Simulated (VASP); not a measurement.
Input of a VASP 6.6.1 run:

Contents of POSCAR:

```
AlN
1.0
    3.1887772054      0.0000000000      0.0000000000
   -1.5943886027      2.7615620669      0.0000000000
    0.0000000000      0.0000000000      5.2269000000
Al N
2 2
Direct
    0.3333333333      0.6666666667      0.0000000000
    0.6666666667      0.3333333333      0.5000000000
    0.3333333333      0.6666666667      0.3850000000
    0.6666666667      0.3333333333      0.8850000000
```

File INCAR.step1:

```
PREC = Accurate ; ENCUT = 520
ISMEAR = 0 ; SIGMA = 0.05
LREAL = False ; LASPH = True
NELM = 80 ; NBANDS = 16
GGA = PE ; ALGO = Normal
EDIFF = 1E-4 ; LWAVE = True
LCHARG = False
```

Contents of INCAR.step2:

```
PREC = Accurate ; ENCUT = 520
EDIFF = 1E-6 ; ISMEAR = 0
SIGMA = 0.05 ; LREAL = False
LASPH = True ; NELM = 80
ALGO = Normal ; ISIF = 2
LWAVE = False ; LCHARG = False
METAGGA = R2SCAN ; LMIXTAU = True
NBANDS = 16 ; ISTART = 1
```

The input KPOINTS:

```
regular mesh
0
Gamma
  12 12 6
```

Potentials or basis: VASP PAW PBE potentials, release 64 (Al, N).

Run with:

```sh
$ cat potpaw_PBE.64/Al/POTCAR potpaw_PBE.64/N/POTCAR > POTCAR
$ cp INCAR.step1 INCAR
$ mpirun -np 1 vasp_std > vasp.out
$ cp INCAR.step2 INCAR
$ mpirun -np 1 vasp_std > vasp.out
```

Question: Estimate the largest force.

Answer: 0.294 eV/Å.

Question: Estimate the band gap on the k mesh.

Answer: 4.00 eV.

Question: What does it give for the pressure?

Answer: -17.5 GPa.

Stress tensor (GPa, compression positive):
```
-15.33   0.00   0.00
  0.00 -15.33   0.00
  0.00   0.00 -21.87
```

Caveat: the cell differs from its parent crystal (strain +0.025 along x and y, +0.050 along z); the cell stands under tension; the PAW data sets were made with another functional, which shifts forces and pressure a little. A k mesh can miss the band edges.
